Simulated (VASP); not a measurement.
Si (a cell with a defect): single point with PBE

System: Si (a cell with a defect).

```
CELL_PARAMETERS angstrom
0.00000 5.41761 5.41761
5.41761 0.00000 5.41761
5.41761 5.41761 0.00000
ATOMIC_POSITIONS crystal
Si 0.99995 0.00206 0.00213
Si 0.12505 0.12715 0.12723
Si 0.00141 0.00350 0.50273
Si 0.12672 0.12891 0.62676
Si 0.00150 0.50264 0.00365
Si 0.12689 0.62670 0.12893
Si 0.98266 0.50368 0.50368
Si 0.11673 0.62843 0.62863
Si 0.50053 0.00351 0.00370
Si 0.62460 0.12893 0.12891
Si 0.50149 0.98467 0.50366
Si 0.62637 0.11846 0.62870
Si 0.50163 0.50368 0.98479
Si 0.62644 0.62845 0.11910
Si 0.59215 0.59421 0.59421
```

```yaml
Program: VASP 6.6.1
Task: single point
Functional: PBE
Potentials_or_basis: VASP PAW PBE potentials, release 64 (Si)
Cutoff: 520 eV
k_mesh: 2 × 2 × 2
Occupations: gaussian, width 0.1 eV
Spin: no spin polarisation
Dipole_correction: no
Further_INCAR_settings: LREAL = Auto; ALGO = Normal; EDIFF = 1e-06; NBANDS = 43
```

```yaml
Pressure: -0.6 GPa
Largest_force: 0.799 eV/Å
Band_gap_on_the_k_mesh: zero (bands 30 and 31 overlap by 0.28 eV)
```

Forces on the atoms (eV/Å):
```
Si  -0.019 -0.018 -0.016
Si  -0.007 -0.008 -0.009
Si  -0.007 -0.007  0.019
Si  -0.012 -0.009  0.033
Si  -0.008  0.018 -0.009
Si  -0.009  0.034 -0.010
Si  -0.015 -0.058 -0.060
Si  -0.007 -0.159 -0.157
Si   0.017 -0.008 -0.008
Si   0.035 -0.009 -0.010
Si  -0.057 -0.015 -0.059
Si  -0.158 -0.006 -0.154
Si  -0.057 -0.058 -0.013
Si  -0.159 -0.159 -0.009
Si   0.461  0.461  0.461
```

Stress tensor (GPa, compression positive):
```
-0.58 -1.00 -0.99
-1.00 -0.59 -0.99
-0.99 -0.99 -0.57
```

Levels at points of the mesh, in eV from the Fermi level:
| k point | band 28 | band 29 | band 30 | band 31 | band 32 | band 33 |
| --- | --- | --- | --- | --- | --- | --- |
| (0.00, 0.00, 0.00) | -0.80 | -0.80 | 0.31 | 0.31 | 0.35 | 0.44 |
| (0.50, 0.00, 0.00) | -1.60 | -1.15 | -1.08 | 0.39 | 0.63 | 1.06 |
| (0.00, 0.50, 0.00) | -1.60 | -1.15 | -1.08 | 0.39 | 0.63 | 1.06 |
| (0.00, 0.00, 0.50) | -1.60 | -1.15 | -1.08 | 0.39 | 0.63 | 1.06 |
| (0.50, 0.50, 0.50) | -2.02 | -0.90 | -0.90 | 0.35 | 0.35 | 1.14 |
| (0.50, 0.50, 0.00) | -1.98 | -1.69 | -1.45 | 0.03 | 0.18 | 0.93 |
| (0.00, 0.50, 0.50) | -1.98 | -1.68 | -1.45 | 0.03 | 0.18 | 0.93 |
| (0.50, 0.00, 0.50) | -1.98 | -1.68 | -1.45 | 0.03 | 0.18 | 0.94 |

Run time: 5.5 min on 1 thread of Intel Xeon 8259CL (shared host), peak memory 0.46 GiB.

Caveat: the k points lie up to 0.50 Å⁻¹ apart.
